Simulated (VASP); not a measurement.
# Ti3Se (P-6m2) in VASP: notebook

The runs below take Ti3Se through single point, with r2SCAN, PBEsol.

All numbers are computed with VASP 6.6.1; they aren't measurements. Logs are shortened: lines on timing, memory, paths and dates and some standing lists are left out, and cuts for length are marked.

## Step 1: The cell of the first run

Symmetry: P-6m2, No. 187, hexagonal system. The conventional cell has a = 3.176 Å, b = 3.176 Å, c = 7.889 Å, α = 90.00°, β = 90.00°, γ = 120.00°. Within 3.4 Å of Se (site symmetry -6m2) lie 6 Ti at 2.56 Å and 6 Se at 3.18 Å. Within 3.7 Å of Ti (site symmetry -6m2) lie 12 Ti at 2.83 to 3.18 Å. Within 3.4 Å of Ti (site symmetry 3m) lie 3 Se at 2.56 Å and 9 Ti at 2.83 to 3.18 Å.

## Step 2: Single point, r2SCAN

File POSCAR:

```
Ti3Se
1.0
    3.1759855858      0.0000000000      0.0000000000
   -1.5879927929      2.7504841993      0.0000000000
    0.0000000000      0.0000000000      7.8894363804
Se Ti
1 3
Direct
    0.0000000000      0.0000000000      0.0000000000
    0.6666666667      0.3333333333      0.5000000000
    0.3333333333      0.6666666667      0.7729020000
    0.3333333333      0.6666666667      0.2270980000
```

File INCAR.step1:

```
PREC = Accurate
ENCUT = 520
ISMEAR = -1
SIGMA = 0.05
LREAL = False
LASPH = True
NELM = 80
NBANDS = 29
GGA = PE
ALGO = Normal
EDIFF = 1E-4
LWAVE = True
LCHARG = False
```

File INCAR.step2:

```
PREC = Accurate
ENCUT = 520
EDIFF = 1E-6
ISMEAR = -1
SIGMA = 0.05
LREAL = False
LASPH = True
NELM = 80
ALGO = Normal
ISIF = 2
LWAVE = False
LCHARG = False
METAGGA = R2SCAN
LMIXTAU = True
NBANDS = 29
ISTART = 1
```

File KPOINTS:

```
regular mesh
0
Gamma
  10 10 4
```

Potentials or basis: VASP PAW PBE potentials, release 64 (Se, Ti_sv).

The run is started by

```
$ cat potpaw_PBE.64/Se/POTCAR potpaw_PBE.64/Ti_sv/POTCAR > POTCAR
$ cp INCAR.step1 INCAR
$ mpirun -np 1 vasp_std > vasp.out
$ cp INCAR.step2 INCAR
$ mpirun -np 1 vasp_std > vasp.out
```

OUTCAR:

```text
PREC = Accurate
   ENCUT = 520
   EDIFF = 1E-6
   ISMEAR = -1
   LREAL = False
   LASPH = True
   NELM = 80
   ISIF = 2
   METAGGA = R2SCAN
   ISTART = 1

 ion  position               nearest neighbor table
   1  0.000  0.000  0.000-   3 2.56   4 2.56   3 2.56   4 2.56   3 2.56   4 2.56
   2  0.667  0.333  0.500-   3 2.83   4 2.83   3 2.83   4 2.83   3 2.83   4 2.83
   3  0.333  0.667  0.773-   1 2.56   1 2.56   1 2.56   2 2.83   2 2.83   2 2.83
   4  0.333  0.667  0.227-   1 2.56   1 2.56   1 2.56   2 2.83   2 2.83   2 2.83

  LATTYP: Found a hexagonal cell.
 ALAT       =     3.1759855858
 C/A-ratio  =     2.4840907388

  Lattice vectors:

 A1 = (   3.1759855858,   0.0000000000,   0.0000000000)
 A2 = (  -1.5879927929,   2.7504841993,   0.0000000000)
 A3 = (   0.0000000000,   0.0000000000,   7.8894363804)

Analysis of symmetry for initial positions (statically):
=====================================================================
 Subroutine PRICEL returns:
 Original cell was already a primitive cell.

 Routine SETGRP: Setting up the symmetry group for a
 hexagonal supercell.

 Subroutine GETGRP returns: Found 12 space group operations
 (whereof 12 operations were pure point group operations)
 out of a pool of 24 trial point group operations.

The static configuration has the point symmetry D_3h.

Analysis of symmetry for dynamics (positions and initial velocities):
=====================================================================
 Subroutine PRICEL returns:
 Original cell was already a primitive cell.

 Routine SETGRP: Setting up the symmetry group for a
 hexagonal supercell.

 Subroutine GETGRP returns: Found 12 space group operations
 (whereof 12 operations were pure point group operations)
 out of a pool of 24 trial point group operations.

The dynamic configuration has the point symmetry D_3h.

 Subroutine INISYM returns: Found 12 space group operations
 (whereof 12 operations are pure point group operations),
 and found     1 'primitive' translations

----------------------------------------------------------------------------------------

                                     Primitive cell

  volume of cell :      68.9182

  direct lattice vectors                    reciprocal lattice vectors
     3.175985586  0.000000000  0.000000000     0.314862890  0.181786174  0.000000000
    -1.587992793  2.750484199  0.000000000     0.000000000  0.363572349  0.000000000
     0.000000000  0.000000000  7.889436380     0.000000000  0.000000000  0.126751767

  length of vectors
     3.175985586  3.175985586  7.889436380     0.363572349  0.363572349  0.126751767

  position of ions in fractional coordinates (direct lattice)
     0.000000000  0.000000000  0.000000000
     0.666666667  0.333333333  0.500000000
     0.333333333  0.666666667  0.772902000
     0.333333333  0.666666667  0.227098000

  ion indices of the primitive-cell ions
   primitive index   ion index
                 1           1
                 2           2
                 3           3
                 4           4

----------------------------------------------------------------------------------------

 KPOINTS: regular mesh

Automatic generation of k-mesh.
 Grid dimensions read from file:
 generate k-points for:   10   10    4

 Generating k-lattice:

  Cartesian coordinates                     Fractional coordinates (reciprocal lattice)
     0.031486289  0.018178617  0.000000000     0.100000000  0.000000000  0.000000000
     0.000000000  0.036357235  0.000000000     0.000000000  0.100000000  0.000000000
     0.000000000  0.000000000  0.031687942     0.000000000  0.000000000  0.250000000

  Length of vectors
     0.036357235  0.036357235  0.031687942

  Shift w.r.t. Gamma in fractional coordinates (k-lattice)
     0.000000000  0.000000000  0.000000000

 Subroutine IBZKPT returns following result:
 ===========================================

 Found     42 irreducible k-points:

 Following reciprocal coordinates:
            Coordinates               Weight
  0.000000  0.000000  0.000000      1.000000
  0.100000  0.000000  0.000000      6.000000
  0.200000  0.000000  0.000000      6.000000
  0.300000  0.000000  0.000000      6.000000
  0.400000  0.000000  0.000000      6.000000
  0.500000  0.000000  0.000000      3.000000
[... 16 lines left out ...]
  0.300000  0.100000  0.250000     24.000000
  0.400000  0.100000  0.250000     24.000000
 [... further k-points ...]
   k-points           NKPTS =     42   k-points in BZ     NKDIM =     42   number of bands    NBANDS=     29
   number of dos      NEDOS =    301   number of ions     NIONS =      4
   total plane-waves  NPLWV =  34560
   dimension x,y,z NGX =    24 NGY =   24 NGZ =   60
   dimension x,y,z NGXF=    48 NGYF=   48 NGZF=  120
   ions per type =               1   3
   NGX,Y,Z   is equivalent  to a cutoff of  12.56, 12.56, 12.64 a.u.
   NGXF,Y,Z  is equivalent  to a cutoff of  25.13, 25.13, 25.29 a.u.
 SYSTEM =  unknown system
   PREC   = accura    normal or accurate (medium, high low for compatibility)
   ISTART =      1    job   : 0-new  1-cont  2-samecut
   ICHARG =      0    charge: 1-file 2-atom 10-const
   ISPIN  =      1    spin polarized calculation?
   LNONCOLLINEAR =      F non collinear calculations
   LSORBIT =      F    spin-orbit coupling
   LASPH  =      T    aspherical Exc in radial PAW
   ENCUT  =  520.0 eV  38.22 Ry    6.18 a.u.   5.91  5.91 14.67*2*pi/ulx,y,z
   NELM   =     80;   NELMIN=  2; NELMDL=  0     # of ELM steps
   EDIFF  = 0.1E-05   stopping-criterion for ELM
   LREAL  =      F    real-space projection
   EDIFFG = 0.1E-04   stopping-criterion for IOM
   NSW    =      0    number of steps for IOM
   IBRION =     -1    ionic relax: 0-MD 1-quasi-New 2-CG
   NFREE  =      0    steps in history (QN), initial steepest desc. (CG)
   ISIF   =      2    stress and relaxation
   ISYM   =      2    0-nonsym 1-usesym 2-fastsym
   POTIM  = 0.5000    time-step for ionic-motion
   TEBEG  =    0.0;   TEEND  =   0.0 temperature during run
   PSTRESS=    0.0 pullay stress
   NELECT =      42.0000    total number of electrons
   NUPDOWN=      -1.0000    fix difference up-down
   EMIN   =  10.00;   EMAX   =-10.00  energy-range for DOS
   EFERMI =   0.00;   METHOD = LEGACY
   ISMEAR =    -1;   SIGMA  =   0.05  broadening in eV -4-tet -1-fermi 0-gaus
   EFERMI_NEDOS =   21; number of points for ismear=-14 and -15
   IALGO  =     38    algorithm
   IMIX   =      4    mixing-type and parameters
     AMIX     =   0.40;   BMIX     =  1.00
     AMIX_MAG =   1.60;   BMIX_MAG =  1.00
  volume/ion in A,a.u.               =      17.23       116.27
  Fermi-wavevector in a.u.,A,eV,Ry     =   1.387970  2.622883 26.211085  1.926460
  Thomas-Fermi vector in A             =   2.512140
   LORBIT       =      0    0 simple, 1 ext, 2 COOP (PROOUT), +10 PAW based schemes
   METAGGA = R2SCAN    functional components
   LHFCALC =     F    Hartree Fock is set to
   AEXX    =    0.0000 exact exchange contribution
   IVDW    =     0    specifies the selected vdW correction
   LEPSILON=     F    determine dielectric tensor
   LRPA    =     F    only Hartree local field effects (RPA)
 non-spin polarized calculation
  energy-cutoff  :      520.00
  volume of cell :       68.92
 maximum number of plane-waves:      1876
 NGX is ok and might be reduce to    24
   NGX = 11   NGY = 11   NGZ = 29

 number of electron      42.0000011 magnetization

 Free energy of the ion-electron system (eV)
  ---------------------------------------------------
  ext. energy  EPLUGINS =         0.00000000
  ---------------------------------------------------
  free energy    TOTEN  =       -55.33110918 eV

  energy without entropy =      -55.30978761  energy(sigma->0) =      -55.32044839

 E-fermi :   8.3706     XC(G=0): -12.2523

 val. band max:        8.3699905257   @ k =   0.3000   0.2000   0.0000
 cond. band min:       8.3920645772   @ k =   0.3000   0.3000   0.5000
 fundamental gap:      0.0220740515
 Fermi energy:         8.3705507836

 k-point     1 :       0.0000    0.0000    0.0000
  band No.  band energies     occupation
      1     -51.1021      2.00000
      2     -51.0822      2.00000
      3     -50.8836      2.00000
      4     -26.5619      2.00000
      5     -26.4657      2.00000
      6     -26.1468      2.00000
[... 21 lines left out ...]
     28      10.1802      0.00000
     29      10.1802      0.00000

 k-point     2 :       0.1000    0.0000    0.0000
  band No.  band energies     occupation
      1     -51.0978      2.00000
      2     -51.0793      2.00000
      3     -50.8823      2.00000
      4     -26.5506      2.00000
      5     -26.4674      2.00000
      6     -26.1684      2.00000
[... 21 lines left out ...]
     28      10.0787      0.00000
     29      10.1621      0.00000

 k-point     3 :       0.2000    0.0000    0.0000
  band No.  band energies     occupation
      1     -51.0866      2.00000
      2     -51.0718      2.00000
      3     -50.8789      2.00000
      4     -26.5204      2.00000
      5     -26.4742      2.00000
      6     -26.2397      2.00000
[... 21 lines left out ...]
     28      10.1754      0.00000
     29      10.2794      0.00000

 k-point     4 :       0.3000    0.0000    0.0000
  band No.  band energies     occupation
      1     -51.0725      2.00000
      2     -51.0626      2.00000
      3     -50.8749      2.00000
      4     -26.4879      2.00000
      5     -26.4841      2.00000
      6     -26.3212      2.00000
[... 21 lines left out ...]
     28      10.4846      0.00000
     29      10.5912      0.00000

 k-point     5 :       0.4000    0.0000    0.0000
  band No.  band energies     occupation
      1     -51.0609      2.00000
      2     -51.0550      2.00000
      3     -50.8719      2.00000
      4     -26.5041      2.00000
      5     -26.4658      2.00000
      6     -26.3678      2.00000
[... 21 lines left out ...]
     28      10.9237      0.00000
     29      11.1128      0.00000
[... 510 lines left out ...]
     28      10.2642      0.00000
     29      10.5286      0.00000

 k-point    22 :       0.2000    0.1000    0.2500
  band No.  band energies     occupation
      1     -51.0765      2.00000
      2     -51.0667      2.00000
      3     -50.8762      2.00000
      4     -26.5139      2.00000
      5     -26.4592      2.00000
      6     -26.2961      2.00000
[... 21 lines left out ...]
     28      10.4622      0.00000
     29      10.8010      0.00000

 k-point    23 :       0.3000    0.1000    0.2500
  band No.  band energies     occupation
      1     -51.0637      2.00000
      2     -51.0582      2.00000
      3     -50.8728      2.00000
      4     -26.4905      2.00000
      5     -26.4660      2.00000
      6     -26.3600      2.00000
[... 21 lines left out ...]
     28      10.8333      0.00000
     29      11.0776      0.00000

 k-point    24 :       0.4000    0.1000    0.2500
  band No.  band energies     occupation
      1     -51.0558      2.00000
      2     -51.0528      2.00000
      3     -50.8708      2.00000
      4     -26.4970      2.00000
      5     -26.4634      2.00000
      6     -26.3836      2.00000
[... 21 lines left out ...]
     28      11.1535      0.00000
     29      11.3552      0.00000

 [... further k-points ...]
[... 5 lines left out ...]
  --------------------------------------------------------------------------------------
  -------------------------------------------------------------------------------------
  Total        0.9879154      0.9879154      0.8353324      0.0000000      0.0000000      0.0000000
  in kB       22.9665990     22.9665990     19.4194200      0.0000000      0.0000000      0.0000000
  external PRESSURE =      21.7842060 kB  Pullay stress =       0.0000000 kB

 VOLUME and BASIS-vectors are now :
 -----------------------------------------------------------------------------
  energy-cutoff  :      520.00
  volume of cell :       68.92
      direct lattice vectors                 reciprocal lattice vectors
     3.175985586  0.000000000  0.000000000     0.314862890  0.181786174  0.000000000
    -1.587992793  2.750484199  0.000000000     0.000000000  0.363572349  0.000000000
     0.000000000  0.000000000  7.889436380     0.000000000  0.000000000  0.126751767

 POSITION                                       TOTAL-FORCE (eV/Angst)
 -----------------------------------------------------------------------------------
      0.00000      0.00000      0.00000         0.000000     -0.000000      0.000000
      1.58799      0.91683      3.94472        -0.000000      0.000000      0.000000
     -0.00000      1.83366      6.09776         0.000000     -0.000000     -0.021895
     -0.00000      1.83366      1.79168         0.000000     -0.000000      0.021895
 -----------------------------------------------------------------------------------
    total drift:                                0.000000     -0.000000     -0.000000

  FREE ENERGIE OF THE ION-ELECTRON SYSTEM (eV)
  ---------------------------------------------------
  free  energy   TOTEN  =       -55.3311091826 eV

  energy  without entropy=      -55.3097876069  energy(sigma->0) =      -55.32044839
```

It took 6 min on 1 thread of AMD EPYC 9R45 (Zen 5), shared host; peak memory 0.2 GiB.

Results:

```
Free energy            : -55.3311 eV
Pressure               : 2.2 GPa
Largest force          : 0.022 eV/Å
Band gap on the k mesh : zero (band 21 reaches 8.81 eV, above the bottom of band 22 at 8.16 eV)
```

Forces in eV/Å, atoms in the order of the input:
```
Se   0.000  0.000  0.000
Ti   0.000  0.000  0.000
Ti   0.000  0.000 -0.022
Ti   0.000  0.000  0.022
```

Stress tensor (GPa, compression positive):
```
2.30 0.00 0.00
0.00 2.30 0.00
0.00 0.00 1.94
```

Caveat: the PAW data sets were made with another functional, which shifts forces and pressure a little.

## Step 3: Single point, PBEsol, non-collinear spin, zero start, spin-orbit coupling

This run uses another cell than the first one, of 17.58 Å³/atom, 1.020 times its volume.

File INCAR:

```
PREC = Accurate ; ENCUT = 520
EDIFF = 1E-6 ; ISMEAR = -1
SIGMA = 0.05 ; LREAL = False
LASPH = True ; NELM = 150
ALGO = Normal ; ISIF = 2
LWAVE = False ; LCHARG = True
LNONCOLLINEAR = True ; MAGMOM = 0 0 0 0 0 0 0 0 0 0 0 0
LORBIT = 11 ; LSORBIT = True
GGA_COMPAT = False ; LORBMOM = True
LMAXMIX = 4 ; GGA = PS
LVHAR = True ; NBANDS = 56
```

KPOINTS is that of step 2.

File POSCAR:

```
Ti3Se
1.0
    3.1974455988      0.0000000000      0.0000000000
   -1.5987227994      2.7690691158      0.0000000000
    0.0000000000      0.0000000000      7.9427450000
Se Ti
1 3
Direct
    0.0000000000      0.0000000000      0.0000000000
    0.6666666667      0.3333333333      0.5000000000
    0.3333333333      0.6666666667      0.7729020000
    0.3333333333      0.6666666667      0.2270980000
```

Potentials or basis: VASP PAW PBE potentials, release 64 (Se, Ti_sv).

The run is started by

```
$ cat potpaw_PBE.64/Se/POTCAR potpaw_PBE.64/Ti_sv/POTCAR > POTCAR
$ mpirun -np 1 vasp_ncl > vasp.out
```

OUTCAR:

```text
PREC = Accurate
   ENCUT = 520
   EDIFF = 1E-6
   ISMEAR = -1
   LREAL = False
   LASPH = True
   NELM = 150
   ISIF = 2
   LNONCOLLINEAR = True
   LORBIT = 11
   LSORBIT = True
   GGA = PS

 ion  position               nearest neighbor table
   1  0.000  0.000  0.000-   3 2.58   4 2.58   3 2.58   4 2.58   3 2.58   4 2.58
   2  0.667  0.333  0.500-   3 2.85   4 2.85   3 2.85   4 2.85   3 2.85   4 2.85
   3  0.333  0.667  0.773-   1 2.58   1 2.58   1 2.58   2 2.85   2 2.85   2 2.85
   4  0.333  0.667  0.227-   1 2.58   1 2.58   1 2.58   2 2.85   2 2.85   2 2.85

  LATTYP: Found a hexagonal cell.
 ALAT       =     3.1974455988
 C/A-ratio  =     2.4840907389

  Lattice vectors:

 A1 = (   3.1974455988,   0.0000000000,   0.0000000000)
 A2 = (  -1.5987227994,   2.7690691158,   0.0000000000)
 A3 = (   0.0000000000,   0.0000000000,   7.9427450000)

Analysis of symmetry for initial positions (statically):
=====================================================================
[... 1652 lines left out ...]
    -0.0000094    -0.0000002     0.0000000    -0.0000002     0.0000000
 l=   3
     0.0000000     0.0000000     0.0000000     0.0000000     0.0000000     0.0000000     0.0000000
     0.0000000     0.0000000     0.0000000     0.0000000     0.0000000     0.0000000     0.0000000
     0.0000000     0.0000000     0.0000000     0.0000000     0.0000000     0.0000000     0.0000000
     0.0000000     0.0000000     0.0000000     0.0000000     0.0000000     0.0000000     0.0000000
[... 49 lines left out ...]
 l=   2
     0.0000000    -0.0000269     0.0000000    -0.0000269    -0.0001409
    -0.0000269     0.0000000    -0.0000762    -0.0000265    -0.0000269
     0.0000000    -0.0000762     0.0000000    -0.0000762     0.0000000
    -0.0000269    -0.0000265    -0.0000762     0.0000000    -0.0000269
    -0.0001409    -0.0000269     0.0000000    -0.0000269     0.0000000
 l=   3
     0.0000000     0.0000000     0.0000000     0.0000000     0.0000000     0.0000000     0.0000000
     0.0000000     0.0000000     0.0000000     0.0000000     0.0000000     0.0000000     0.0000000
     0.0000000     0.0000000     0.0000000     0.0000000     0.0000000     0.0000000     0.0000000
     0.0000000     0.0000000     0.0000000     0.0000000     0.0000000     0.0000000     0.0000000
     0.0000000     0.0000000     0.0000000     0.0000000     0.0000000     0.0000000     0.0000000
     0.0000000     0.0000000     0.0000000     0.0000000     0.0000000     0.0000000     0.0000000
     0.0000000     0.0000000     0.0000000     0.0000000     0.0000000     0.0000000     0.0000000

 total charge

# of ion       s       p       d       tot
------------------------------------------
    1        1.442   2.461   0.080   3.984
    2        2.235   6.114   1.807  10.156
    3        2.196   6.125   1.904  10.224
    4        2.196   6.125   1.904  10.224
--------------------------------------------------
tot          8.069  20.825   5.695  34.589

 magnetization (x)

# of ion       s       p       d       tot
------------------------------------------
    1        0.000   0.000  -0.000  -0.000
    2        0.000  -0.000   0.000   0.000
    3       -0.000   0.000   0.000  -0.000
    4        0.000  -0.000   0.000   0.000
--------------------------------------------------
tot         -0.000  -0.000   0.000   0.000

 magnetization (y)

# of ion       s       p       d       tot
------------------------------------------
    1        0.000   0.000   0.000   0.000
    2        0.000   0.000  -0.000  -0.000
    3        0.000   0.000   0.000   0.000
    4        0.000   0.000  -0.000  -0.000
--------------------------------------------------
tot          0.000   0.000  -0.000  -0.000

 magnetization (z)

# of ion       s       p       d       tot
------------------------------------------
    1        0.000   0.000   0.000   0.000
    2        0.000   0.000  -0.000  -0.000
    3        0.000  -0.000   0.000   0.000
    4        0.000  -0.000   0.000   0.000
--------------------------------------------------
tot          0.000   0.000  -0.000   0.000
```

Run time: 7.6 min. Hardware: 1 thread of AMD EPYC 9R45 (Zen 5), shared host; peak memory 0.51 GiB.

What came out:

```yaml
Free_energy: -30.9453 eV
Pressure: -4.3 GPa
Largest_force: 0.069 eV/Å
Net_moment: 0.00 μB per cell
Valence_electrons_inside_the_program's_atomic_spheres: Se 3.98; Ti 10.16, 10.22
```

Forces on the atoms (eV/Å):
```
Se   0.000  0.000  0.000
Ti   0.000  0.000  0.000
Ti   0.000  0.000  0.069
Ti   0.000  0.000 -0.069
```

Moments on the atoms (μB; x, y, z):
```
Se  0.00 0.00 0.00
Ti  0.00 0.00 0.00
Ti  0.00 0.00 0.00
Ti  0.00 0.00 0.00
```

Caveat: the PAW data sets were made with another functional, which shifts forces and pressure a little.

(Continued in part 2 of 2.)
